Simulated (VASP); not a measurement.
# CdS (F-43m) in VASP: dielectric tensor with r2SCAN

Aim: the dielectric tensor of CdS with r2SCAN.

All numbers are computed with VASP 6.6.1; they aren't measurements. Logs are shortened: lines on timing, memory, paths and dates and some standing lists are left out, and cuts for length are marked.

## 1. The cell of the first run

The structure is cubic, space group F-43m (No. 216). Conventional cell: a = 5.878 Å, b = 5.878 Å, c = 5.878 Å, α = 90.00°, β = 90.00°, γ = 90.00°. Cd (site symmetry -43m) has 4 S at 2.55 Å within 3.4 Å. Within 3.4 Å of S (site symmetry -43m) lie 4 Cd at 2.55 Å.

## 2. Dielectric tensor, r2SCAN

Input file INCAR:

```
SYSTEM = CdS
ALGO = Normal
EDIFF = 1E-8
ENCUT = 520
ISIF = 2
ISMEAR = 0
LASPH = .TRUE.
LCALCEPS = .TRUE.
LCHARG = .FALSE.
LMIXTAU = .TRUE.
LREAL = .FALSE.
LWAVE = .FALSE.
METAGGA = R2SCAN
NELM = 80
PREC = Accurate
SIGMA = 0.01
```

Input file KPOINTS:

```
k-points
0
G
  6 6 6
  0 0 0
```

Input file POSCAR:

```
CdS
1.0
    0.0000000000      2.9392087863      2.9392087863
    2.9392087863      0.0000000000      2.9392087863
    2.9392087863      2.9392087863      0.0000000000
Cd S
1 1
Direct
    0.0000000000      0.0000000000      0.0000000000
    0.2500000000      0.2500000000      0.2500000000
```

Potentials or basis: VASP PAW PBE potentials, release 64 (Cd, S).

On the command line:

```bash
cat potpaw_PBE.64/Cd/POTCAR potpaw_PBE.64/S/POTCAR > POTCAR
mpirun -np 1 vasp_std > vasp.out
```

OUTCAR:

```text
SYSTEM = CdS
   EDIFF = 1E-8
   ENCUT = 520
   ISIF = 2
   ISMEAR = 0
   LASPH = .TRUE.
   LREAL = .FALSE.
   METAGGA = R2SCAN
   NELM = 80
   PREC = Accurate

 ion  position               nearest neighbor table
   1  0.000  0.000  0.000-   2 2.55   2 2.55   2 2.55   2 2.55
   2  0.250  0.250  0.250-   1 2.55   1 2.55   1 2.55   1 2.55

  LATTYP: Found a face centered cubic cell.
 ALAT       =     5.8784175726

  Lattice vectors:

 A1 = (   0.0000000000,   2.9392087863,   2.9392087863)
 A2 = (   2.9392087863,   0.0000000000,   2.9392087863)
 A3 = (   2.9392087863,   2.9392087863,   0.0000000000)

Analysis of symmetry for initial positions (statically):
=====================================================================
 Subroutine PRICEL returns:
 Original cell was already a primitive cell.

 Routine SETGRP: Setting up the symmetry group for a
 face centered cubic supercell.

 Subroutine GETGRP returns: Found 24 space group operations
 (whereof 24 operations were pure point group operations)
 out of a pool of 48 trial point group operations.

The static configuration has the point symmetry T_d .

Analysis of symmetry for dynamics (positions and initial velocities):
=====================================================================
 Subroutine PRICEL returns:
 Original cell was already a primitive cell.

 Routine SETGRP: Setting up the symmetry group for a
 face centered cubic supercell.

 Subroutine GETGRP returns: Found 24 space group operations
 (whereof 24 operations were pure point group operations)
 out of a pool of 48 trial point group operations.

The dynamic configuration has the point symmetry T_d .

 Subroutine INISYM returns: Found 24 space group operations
 (whereof 24 operations are pure point group operations),
 and found     1 'primitive' translations

----------------------------------------------------------------------------------------

                                     Primitive cell

  volume of cell :      50.7833

  direct lattice vectors                    reciprocal lattice vectors
     0.000000000  2.939208786  2.939208786    -0.170113808  0.170113808  0.170113808
     2.939208786  0.000000000  2.939208786     0.170113808 -0.170113808  0.170113808
     2.939208786  2.939208786  0.000000000     0.170113808  0.170113808 -0.170113808

  length of vectors
     4.156668928  4.156668928  4.156668928     0.294645759  0.294645759  0.294645759

[... 126 lines left out ...]

 k-point     1 :       0.0000    0.0000    0.0000
  band No.  band energies     occupation
      1     -11.8768      2.00000
      2      -7.0338      2.00000
      3      -7.0333      2.00000
      4      -7.0328      2.00000
      5      -6.5529      2.00000
      6      -6.5529      2.00000
      7       0.8540      2.00000
      8       0.8545      2.00000
      9       0.8545      2.00000
     10   10000.0000      0.00000
     11   10000.0000      0.00000
     12   10000.0000      0.00000
     13   10000.0000      0.00000
[... 354 lines left out ...]
  band No.  band energies     occupation
      1     -11.5727      2.00000
      2      -6.9153      2.00000
      3      -6.8845      2.00000
      4      -6.7157      2.00000
      5      -6.5277      2.00000
      6      -6.5136      2.00000
      7      -1.9444      2.00000
      8      -0.1179      2.00000
      9      -0.0797      2.00000
     10   10000.0000      0.00000
     11   10000.0000      0.00000
     12   10000.0000      0.00000
     13   10000.0000      0.00000

 [... further k-points ...]

------------------------ aborting loop because EDIFF is reached ----------------------------------------

            Ionic dipole moment: p[ion]=(     8.81763     8.81763     8.81763 ) |e| Angst

 Total electronic dipole moment: p[elc]=(     0.00710     0.00710     0.01942 ) |e| Angst

 MACROSCOPIC STATIC DIELECTRIC TENSOR (including local field effects)
 ------------------------------------------------------
           5.391831     0.000000    -0.000000
           0.000000     5.391831     0.000000
           0.000000     0.000000     5.391831
 ------------------------------------------------------

 PIEZOELECTRIC TENSOR (including local field effects) (e Angst)
          XX          YY          ZZ          XY          YZ          ZX
  --------------------------------------------------------------------------------
  x    -0.00000     0.00000     0.00000    -0.00000    -1.92151     0.00000
  y     0.00000     0.00000     0.00000     0.00000    -0.00000    -1.92151
  z     0.00000     0.00000    -0.00000    -1.92151     0.00000     0.00000

 PIEZOELECTRIC TENSOR (including local field effects) (C/m^2)
          XX          YY          ZZ          XY          YZ          ZX
  --------------------------------------------------------------------------------
  x    -0.00000     0.00000     0.00000    -0.00000    -0.60622     0.00000
  y     0.00000     0.00000     0.00000     0.00000    -0.00000    -0.60622
  z     0.00000     0.00000    -0.00000    -0.60622     0.00000     0.00000

 BORN EFFECTIVE CHARGES (including local field effects) (in |e|, cummulative output)
 ---------------------------------------------------------------------------------
 ion    1
    1     2.19109     0.00000     0.00000
    2     0.00000     2.19109     0.00000
    3     0.00000     0.00000     2.19109
 ion    2
    1    -2.19109     0.00000     0.00000
    2    -0.00000    -2.19109    -0.00000
    3     0.00000     0.00000    -2.19109

  FORCE on cell =-STRESS in cart. coord.  units (eV):
  Direction    XX          YY          ZZ          XY          YZ          ZX
  --------------------------------------------------------------------------------------
  -------------------------------------------------------------------------------------
  Total        0.0930859      0.0930859      0.0930859      0.0000000      0.0000000      0.0000000
  in kB        2.9367929      2.9367929      2.9367929      0.0000000      0.0000000      0.0000000
  external PRESSURE =       2.9367929 kB  Pullay stress =       0.0000000 kB

 VOLUME and BASIS-vectors are now :
 -----------------------------------------------------------------------------
  energy-cutoff  :      520.00
  volume of cell :       50.78
      direct lattice vectors                 reciprocal lattice vectors
     0.000000000  2.939208786  2.939208786    -0.170113808  0.170113808  0.170113808
     2.939208786  0.000000000  2.939208786     0.170113808 -0.170113808  0.170113808
     2.939208786  2.939208786  0.000000000     0.170113808  0.170113808 -0.170113808

 POSITION                                       TOTAL-FORCE (eV/Angst)
 -----------------------------------------------------------------------------------
      0.00000      0.00000      0.00000         0.000000      0.000000      0.000000
      1.46960      1.46960      1.46960        -0.000000     -0.000000     -0.000000
 -----------------------------------------------------------------------------------
    total drift:                               -0.000004     -0.000004     -0.000004

  FREE ENERGIE OF THE ION-ELECTRON SYSTEM (eV)
  ---------------------------------------------------
  free  energy   TOTEN  =       -29.6844861153 eV

  energy  without entropy=      -29.6844861153  energy(sigma->0) =      -29.68448612
```

OSZICAR:

```text
N       E                     dE             d eps       ncg     rms          rms(c)
DAV:   1     0.803565332428E+02    0.80357E+02   -0.91848E+03   440   0.127E+03
DAV:   2    -0.300806386129E+02   -0.11044E+03   -0.10641E+03   481   0.296E+02
[... 13 lines left out ...]
DMP:  11    -0.296844859788E+02   -0.91931E-07   -0.80423E-07   884   0.123E-06   0.150E-06
DMP:  12    -0.296844860401E+02   -0.61312E-07   -0.47197E-07   884   0.639E-07   0.104E-06
DMP:  13    -0.296844860761E+02   -0.35984E-07   -0.26145E-07   884   0.339E-07   0.605E-07
DMP:  14    -0.296844860963E+02   -0.20179E-07   -0.15013E-07   884   0.193E-07   0.352E-07
DMP:  15    -0.296844861081E+02   -0.11849E-07   -0.88317E-08   884   0.110E-07   0.214E-07
DMP:  16    -0.296844861153E+02   -0.71898E-08   -0.52444E-08   884   0.626E-08   0.132E-07
   1 F= -.29684486E+02 E0= -.29684486E+02  d E =-.252516E-11
```

Run time: 12 min. Hardware: 1 thread of Intel Xeon 6975P-C (Granite Rapids), shared host; peak memory 0.35 GiB.

What came out:

| Item | Value |
| --- | --- |
| Band gap on the k mesh | 1.54 eV |
| Electronic dielectric tensor (diagonal) | 5.39 |
| Born charges (mean of the diagonal) | Cd +2.19; S -2.19 e |

Electronic dielectric tensor:
```
5.39 0.00 0.00
0.00 5.39 0.00
0.00 0.00 5.39
```

Born effective charge tensors (e):
atom 1, Cd
```
2.19 0.00 0.00
0.00 2.19 0.00
0.00 0.00 2.19
```
atom 2, S
```
-2.19  0.00  0.00
 0.00 -2.19  0.00
 0.00  0.00 -2.19
```

Dipole moments of the cell (e·Å, modulo the quantum): ionic 8.818, 8.818, 8.818; electronic 0.007, 0.007, 0.019

Caveat: the PAW data sets were made with another functional, which shifts forces and pressure a little.
